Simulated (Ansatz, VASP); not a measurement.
Pb: VASP beside Ansatz

```
Pb
1.0
     0.00000    3.45665    3.45665
     3.45665    0.00000    3.45665
     3.45665    3.45665    0.00000
Pb
2
Direct
  0.50000 0.50000 0.50000
  0.75000 0.75000 0.75000
```

Alike in both runs: functional PBEsol; k mesh 10 × 10 × 10; occupations gaussian, width 0.1 eV; no spin polarisation.

Ansatz relaxed the structure, and its values are those at the end. VASP's run is a single point on that final structure, the one shown.

```csv
,VASP,Ansatz
version,VASP 6.6.1,Ansatz 0.2.0
potentials or method,"VASP PAW PBE potentials, release 64 (Pb_d), cutoff 520 eV","scalar-relativistic, plane waves, PAW"
valence electrons in the cell,28,28
```

Ansatz gave:

* gap on the k mesh at the Fermi level (eV): none
* pressure (GPa): -0.1

Estimate VASP's values.

gap on the k mesh at the Fermi level (eV): none; pressure (GPa): -0.2.

VASP's potentials were made for PBE, not for PBEsol. A gap of «none» marks a metal or a gap that the smearing closes. With one functional, cell and mesh, what is left measures potentials, basis and numerics.

Spin-orbit coupling is off throughout.
